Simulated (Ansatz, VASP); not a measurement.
## One calculation of Ba4Te3, two programs

```
Ba Te
1.0
     7.00904    0.00000    0.00000
     0.00000    7.00904    0.00000
     0.00000    0.00000    7.00904
Ba Te
4 3
Cartesian
  3.5045 3.5045 3.5045
  0.0000 3.5045 3.5045
  3.5045 0.0000 3.5045
  3.5045 3.5045 0.0000
  3.5045 0.0000 0.0000
  0.0000 3.5045 0.0000
  0.0000 0.0000 3.5045
```

Alike in both runs: functional PBE; k mesh 4 × 4 × 4; occupations gaussian, width 0.1 eV; no spin polarisation.

Ansatz relaxed the structure, and its values are those at the end. VASP's run is a single point on that final structure, the one shown.

```csv
,VASP,Ansatz
version,VASP 6.6.1,Ansatz 0.2.0
potentials or method,"VASP PAW PBE potentials, release 64 (Ba_sv, Te), cutoff 520 eV","scalar-relativistic, plane waves, PAW"
valence electrons in the cell,58,88
```

|  | VASP | Ansatz | Ansatz less VASP |
| --- | --- | --- | --- |
| gap on the k mesh at the Fermi level (eV) | none | none | - |
| pressure (GPa) | 0.4 | 0.1 | -0.28 |

A gap of «none» marks a metal or a gap that the smearing closes. The functional is the same, so the differences come from potentials, cutoffs and numerics. VASP's potentials hold 58 valence electrons a cell and Ansatz's 88, so a difference there can come from the potentials and not from the codes.

Spin-orbit coupling is off throughout.
